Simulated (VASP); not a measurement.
# FeNi2 (Fd-3m) in VASP: a series of runs

The runs below take FeNi2 through single point, with PBE.

Everything below comes from runs of VASP 6.6.1. Logs are shortened: lines on timing, memory, paths and dates and some standing lists are left out, and cuts for length are marked.

### Step 1. The cell of the first run

It takes space group Fd-3m (No. 227, cubic). The conventional cell has a = 6.416 Å, b = 6.416 Å, c = 6.416 Å, α = 90.00°, β = 90.00°, γ = 90.00°. Within 3.0 Å of Ni (site symmetry -3m) lie 6 Ni at 2.27 Å and 6 Fe at 2.66 Å. Fe (site symmetry -43m) has 12 Ni at 2.66 Å and 4 Fe at 2.78 Å within 3.5 Å.

### Step 2. Single point, PBE, collinear spin, ferromagnetic start

Input file INCAR:

```
ALGO = Normal
EDIFF = 1E-7
ENCUT = 520
GGA = PE
ISIF = 2
ISMEAR = -1
ISPIN = 2
LASPH = True
LCHARG = True
LELF = True
LMAXMIX = 4
LORBIT = 11
LREAL = False
LVHAR = True
LWAVE = False
MAGMOM = 1 1 1 1 3 3
NBANDS = 41
NELM = 150
PREC = Accurate
SIGMA = 0.05
```

Input file KPOINTS:

```
k-points
0
Gamma
  7 7 7
```

Input file POSCAR:

```
FeNi2
1.0
    0.0000000000      3.2082218933      3.2082218933
    3.2082218933      0.0000000000      3.2082218933
    3.2082218933      3.2082218933      0.0000000000
Ni Fe
4 2
Direct
    0.6250000000      0.6250000000      0.6250000000
    0.1250000000      0.6250000000      0.6250000000
    0.6250000000      0.1250000000      0.6250000000
    0.6250000000      0.6250000000      0.1250000000
    0.0000000000      0.0000000000      0.0000000000
    0.2500000000      0.2500000000      0.2500000000
```

Potentials or basis: VASP PAW PBE potentials, release 64 (Ni, Fe).

Launch:

```console
$ cat potpaw_PBE.64/Ni/POTCAR potpaw_PBE.64/Fe/POTCAR > POTCAR
$ mpirun -np 1 vasp_std > vasp.out
```

OUTCAR:

```text
EDIFF = 1E-7
   ENCUT = 520
   GGA = PE
   ISIF = 2
   ISMEAR = -1
   ISPIN = 2
   LASPH = True
   LORBIT = 11
   LREAL = False
   NELM = 150
   PREC = Accurate

 ion  position               nearest neighbor table
   1  0.625  0.625  0.625-   2 2.27   3 2.27   4 2.27   4 2.27   3 2.27   2 2.27   6 2.66   5 2.66
                             6 2.66   5 2.66   6 2.66   5 2.66
   2  0.125  0.625  0.625-   1 2.27   4 2.27   3 2.27   1 2.27   3 2.27   4 2.27   5 2.66   6 2.66
                             5 2.66   6 2.66   6 2.66   5 2.66
   3  0.625  0.125  0.625-   1 2.27   4 2.27   1 2.27   2 2.27   4 2.27   2 2.27   6 2.66   5 2.66
                             6 2.66   5 2.66   6 2.66   5 2.66
   4  0.625  0.625  0.125-   1 2.27   1 2.27   2 2.27   3 2.27   3 2.27   2 2.27   6 2.66   5 2.66
                             6 2.66   5 2.66   6 2.66   5 2.66
   5  0.000  0.000  0.000-   1 2.66   3 2.66   4 2.66   1 2.66   2 2.66   4 2.66   1 2.66   2 2.66
                             3 2.66   2 2.66   3 2.66   4 2.66   6 2.78   6 2.78   6 2.78   6 2.78
   6  0.250  0.250  0.250-   1 2.66   2 2.66   3 2.66   1 2.66   2 2.66   4 2.66   1 2.66   3 2.66
                             4 2.66   2 2.66   3 2.66   4 2.66   5 2.78   5 2.78   5 2.78   5 2.78

  LATTYP: Found a face centered cubic cell.
 ALAT       =     6.4164437866

  Lattice vectors:

 A1 = (   0.0000000000,   3.2082218933,   3.2082218933)
 A2 = (   3.2082218933,   0.0000000000,   3.2082218933)
 A3 = (   3.2082218933,   3.2082218933,   0.0000000000)

Analysis of symmetry for initial positions (statically):
=====================================================================
 Subroutine PRICEL returns:
 Original cell was already a primitive cell.

 Routine SETGRP: Setting up the symmetry group for a
 face centered cubic supercell.

 Subroutine GETGRP returns: Found 48 space group operations
 (whereof 24 operations were pure point group operations)
 out of a pool of 48 trial point group operations.

The static configuration has the point symmetry T_d .
 The point group associated with its full space group is O_h .

Analysis of symmetry for dynamics (positions and initial velocities):
=====================================================================
 Subroutine PRICEL returns:
 Original cell was already a primitive cell.

 Routine SETGRP: Setting up the symmetry group for a
 face centered cubic supercell.

 Subroutine GETGRP returns: Found 48 space group operations
 (whereof 24 operations were pure point group operations)
 out of a pool of 48 trial point group operations.

The dynamic configuration has the point symmetry T_d .
 The point group associated with its full space group is O_h .

Analysis of structural, dynamic, and magnetic symmetry:
=====================================================================
 Subroutine PRICEL returns:
 Original cell was already a primitive cell.

 Routine SETGRP: Setting up the symmetry group for a
 face centered cubic supercell.

 Subroutine GETGRP returns: Found 48 space group operations
 (whereof 24 operations were pure point group operations)
 out of a pool of 48 trial point group operations.

The overall configuration has the point symmetry T_d .
 The point group associated with its full space group is O_h .

 Subroutine INISYM returns: Found 48 space group operations
 (whereof 24 operations are pure point group operations),
 and found     1 'primitive' translations

----------------------------------------------------------------------------------------

                                     Primitive cell

  volume of cell :      66.0425

  direct lattice vectors                    reciprocal lattice vectors
     0.000000000  3.208221893  3.208221893    -0.155849569  0.155849569  0.155849569
     3.208221893  0.000000000  3.208221893     0.155849569 -0.155849569  0.155849569
     3.208221893  3.208221893  0.000000000     0.155849569  0.155849569 -0.155849569

  length of vectors
     4.537110913  4.537110913  4.537110913     0.269939372  0.269939372  0.269939372

  position of ions in fractional coordinates (direct lattice)
     0.625000000  0.625000000  0.625000000
     0.125000000  0.625000000  0.625000000
     0.625000000  0.125000000  0.625000000
     0.625000000  0.625000000  0.125000000
     0.000000000  0.000000000  0.000000000
     0.250000000  0.250000000  0.250000000

  ion indices of the primitive-cell ions
   primitive index   ion index
                 1           1
                 2           2
                 3           3
                 4           4
                 5           5
                 6           6

----------------------------------------------------------------------------------------

 KPOINTS: k-points

Automatic generation of k-mesh.
 Grid dimensions read from file:
 generate k-points for:    7    7    7

 Generating k-lattice:

  Cartesian coordinates                     Fractional coordinates (reciprocal lattice)
    -0.022264224  0.022264224  0.022264224     0.142857143  0.000000000  0.000000000
     0.022264224 -0.022264224  0.022264224     0.000000000  0.142857143  0.000000000
     0.022264224  0.022264224 -0.022264224     0.000000000  0.000000000  0.142857143

  Length of vectors
     0.038562767  0.038562767  0.038562767

  Shift w.r.t. Gamma in fractional coordinates (k-lattice)
     0.000000000  0.000000000  0.000000000

 Subroutine IBZKPT returns following result:
 ===========================================

 Found     20 irreducible k-points:

 Following reciprocal coordinates:
            Coordinates               Weight
  0.000000  0.000000  0.000000      1.000000
  0.142857  0.000000  0.000000      8.000000
  0.285714  0.000000  0.000000      8.000000
  0.428571  0.000000  0.000000      8.000000
  0.142857  0.142857  0.000000      6.000000
  0.285714  0.142857  0.000000     24.000000
[... 12 lines left out ...]
 -0.428571  0.428571  0.142857     24.000000
 -0.285714  0.428571  0.142857     24.000000
   k-points           NKPTS =     20   k-points in BZ     NKDIM =     20   number of bands    NBANDS=     41
   number of dos      NEDOS =    301   number of ions     NIONS =      6
   total plane-waves  NPLWV =  46656
   dimension x,y,z NGX =    36 NGY =   36 NGZ =   36
   dimension x,y,z NGXF=    72 NGYF=   72 NGZF=   72
   ions per type =               4   2
   NGX,Y,Z   is equivalent  to a cutoff of  13.19, 13.19, 13.19 a.u.
   NGXF,Y,Z  is equivalent  to a cutoff of  26.38, 26.38, 26.38 a.u.
 SYSTEM =  unknown system
   PREC   = accura    normal or accurate (medium, high low for compatibility)
   ISTART =      0    job   : 0-new  1-cont  2-samecut
   ICHARG =      2    charge: 1-file 2-atom 10-const
   ISPIN  =      2    spin polarized calculation?
   LNONCOLLINEAR =      F non collinear calculations
   LSORBIT =      F    spin-orbit coupling
   LASPH  =      T    aspherical Exc in radial PAW
   ENCUT  =  520.0 eV  38.22 Ry    6.18 a.u.   8.44  8.44  8.44*2*pi/ulx,y,z
   NELM   =    150;   NELMIN=  2; NELMDL= -5     # of ELM steps
   EDIFF  = 0.1E-06   stopping-criterion for ELM
   LREAL  =      F    real-space projection
   EDIFFG = 0.1E-05   stopping-criterion for IOM
   NSW    =      0    number of steps for IOM
   IBRION =     -1    ionic relax: 0-MD 1-quasi-New 2-CG
   NFREE  =      0    steps in history (QN), initial steepest desc. (CG)
   ISIF   =      2    stress and relaxation
   ISYM   =      2    0-nonsym 1-usesym 2-fastsym
   POTIM  = 0.5000    time-step for ionic-motion
   TEBEG  =    0.0;   TEEND  =   0.0 temperature during run
   PSTRESS=    0.0 pullay stress
   NELECT =      56.0000    total number of electrons
   NUPDOWN=      -1.0000    fix difference up-down
   EMIN   =  10.00;   EMAX   =-10.00  energy-range for DOS
   EFERMI =   0.00;   METHOD = LEGACY
   ISMEAR =    -1;   SIGMA  =   0.05  broadening in eV -4-tet -1-fermi 0-gaus
   EFERMI_NEDOS =   21; number of points for ismear=-14 and -15
   IALGO  =     38    algorithm
   IMIX   =      4    mixing-type and parameters
     AMIX     =   0.40;   BMIX     =  1.00
     AMIX_MAG =   1.60;   BMIX_MAG =  1.00
  volume/ion in A,a.u.               =      11.01        74.28
  Fermi-wavevector in a.u.,A,eV,Ry     =   1.549517  2.928163 32.667643  2.401004
  Thomas-Fermi vector in A             =   2.654313
   LORBIT       =     11    0 simple, 1 ext, 2 COOP (PROOUT), +10 PAW based schemes
   GGA     = PE    functional components
   LHFCALC =     F    Hartree Fock is set to
   AEXX    =    0.0000 exact exchange contribution
   IVDW    =     0    specifies the selected vdW correction
   LEPSILON=     F    determine dielectric tensor
   LRPA    =     F    only Hartree local field effects (RPA)
 spin polarized calculation
  energy-cutoff  :      520.00
  volume of cell :       66.04
 maximum number of plane-waves:      1807
 NGX is ok and might be reduce to    36
   NGX = 17   NGY = 17   NGZ = 17

 number of electron      56.0000000 magnetization      10.0000000

 number of electron      55.9999999 magnetization       7.7603351

 Free energy of the ion-electron system (eV)
  ---------------------------------------------------
  ext. energy  EPLUGINS =         0.00000000
  ---------------------------------------------------
  free energy    TOTEN  =       -37.60713007 eV

  energy without entropy =      -37.55522466  energy(sigma->0) =      -37.58117736

 E-fermi :   8.5141     XC(G=0): -13.1886

 val. band max:        8.5114520194   @ k =   0.4286   0.2857   0.1429
 cond. band min:       8.5194866025   @ k =   0.4286   0.0000   0.0000
 fundamental gap:      0.0080345831
 Fermi energy:         8.5141002302

 spin component 1

 k-point     1 :       0.0000    0.0000    0.0000
  band No.  band energies     occupation
      1      -0.6874      1.00000
      2       2.7619      1.00000
      3       3.6702      1.00000
      4       3.6702      1.00000
      5       3.6702      1.00000
      6       4.4727      1.00000
[... 32 lines left out ...]
     39      15.6368      0.00000
     40      16.0648      0.00000

 k-point     2 :       0.1429    0.0000    0.0000
  band No.  band energies     occupation
      1      -0.4482      1.00000
      2       2.8498      1.00000
      3       3.6990      1.00000
      4       3.6990      1.00000
      5       3.7064      1.00000
      6       4.2900      1.00000
[... 766 lines left out ...]
 k-point    20 :      -0.2857    0.4286    0.1429
  band No.  band energies     occupation
      1       2.5141      1.00000
      2       2.9878      1.00000
      3       3.2220      1.00000
      4       3.5961      1.00000
      5       4.2951      1.00000
      6       4.3713      1.00000
[... 32 lines left out ...]
     39      19.4146      0.00000
     40      19.4828      0.00000
 Fermi energy:         8.5141002302

 spin component 2

 k-point     1 :       0.0000    0.0000    0.0000
  band No.  band energies     occupation
      1      -0.6772      1.00000
      2       3.1508      1.00000
      3       4.3012      1.00000
      4       4.3012      1.00000
      5       4.3012      1.00000
      6       4.9662      1.00000
[... 32 lines left out ...]
     39      16.2299      0.00000
     40      16.8329      0.00000

 k-point     2 :       0.1429    0.0000    0.0000
  band No.  band energies     occupation
      1      -0.4381      1.00000
      2       3.2399      1.00000
      3       4.3024      1.00000
      4       4.3543      1.00000
      5       4.3543      1.00000
      6       4.8240      1.00000
[... 766 lines left out ...]
 k-point    20 :      -0.2857    0.4286    0.1429
  band No.  band energies     occupation
      1       2.6496      1.00000
      2       3.2251      1.00000
      3       3.5171      1.00000
      4       4.0839      1.00000
      5       4.9867      1.00000
      6       5.0906      1.00000
[... 32 lines left out ...]
     39      19.8197      0.00000
     40      19.8871      0.00000
 [bands above 40 left out]

------------------------ aborting loop because EDIFF is reached ----------------------------------------

  FORCE on cell =-STRESS in cart. coord.  units (eV):
  Direction    XX          YY          ZZ          XY          YZ          ZX
  --------------------------------------------------------------------------------------
  -------------------------------------------------------------------------------------
  Total        5.0522999      5.0522999      5.0522999      0.0000000     -0.0000000     -0.0000000
  in kB      122.5678356    122.5678356    122.5678356      0.0000000     -0.0000000     -0.0000000
  external PRESSURE =     122.5678356 kB  Pullay stress =       0.0000000 kB

 VOLUME and BASIS-vectors are now :
 -----------------------------------------------------------------------------
  energy-cutoff  :      520.00
  volume of cell :       66.04
      direct lattice vectors                 reciprocal lattice vectors
     0.000000000  3.208221893  3.208221893    -0.155849569  0.155849569  0.155849569
     3.208221893  0.000000000  3.208221893     0.155849569 -0.155849569  0.155849569
     3.208221893  3.208221893  0.000000000     0.155849569  0.155849569 -0.155849569

 POSITION                                       TOTAL-FORCE (eV/Angst)
 -----------------------------------------------------------------------------------
      4.01028      4.01028      4.01028        -0.000000     -0.000000     -0.000000
      4.01028      2.40617      2.40617        -0.000000     -0.000000     -0.000000
      2.40617      4.01028      2.40617        -0.000000     -0.000000     -0.000000
      2.40617      2.40617      4.01028        -0.000000     -0.000000     -0.000000
      0.00000      0.00000      0.00000        -0.000000      0.000000      0.000000
      1.60411      1.60411      1.60411         0.000000     -0.000000     -0.000000
 -----------------------------------------------------------------------------------
    total drift:                                0.000000      0.000000      0.000000

  FREE ENERGIE OF THE ION-ELECTRON SYSTEM (eV)
  ---------------------------------------------------
  free  energy   TOTEN  =       -37.6071300669 eV

  energy  without entropy=      -37.5552246616  energy(sigma->0) =      -37.58117736

 total charge

# of ion       s       p       d       tot
------------------------------------------
    1        0.572   0.609   8.388   9.568
    2        0.572   0.609   8.388   9.568
    3        0.572   0.609   8.388   9.568
    4        0.572   0.609   8.388   9.568
    5        0.401   0.425   6.100   6.926
    6        0.401   0.425   6.100   6.926
--------------------------------------------------
tot          3.089   3.286  45.749  52.124

 magnetization (x)

# of ion       s       p       d       tot
------------------------------------------
    1       -0.020  -0.065   0.617   0.531
    2       -0.020  -0.065   0.617   0.531
    3       -0.020  -0.065   0.617   0.531
    4       -0.020  -0.065   0.617   0.531
    5       -0.000  -0.016   2.850   2.834
    6       -0.000  -0.016   2.850   2.834
--------------------------------------------------
tot         -0.081  -0.293   8.168   7.794
```

Run time: 5 min. Hardware: 1 thread of Oxide Virtual Turin-like, shared host; peak memory 0.25 GiB.

What came out:

```yaml
Free_energy: -37.6071 eV
Pressure: 12.3 GPa
Net_moment: 7.76 μB per cell
Site_moments: Ni +0.53; Fe +2.83 μB
Valence_electrons_inside_the_program's_atomic_spheres: Ni 9.57; Fe 6.93
```

(Part 1 of 2 ends here.)
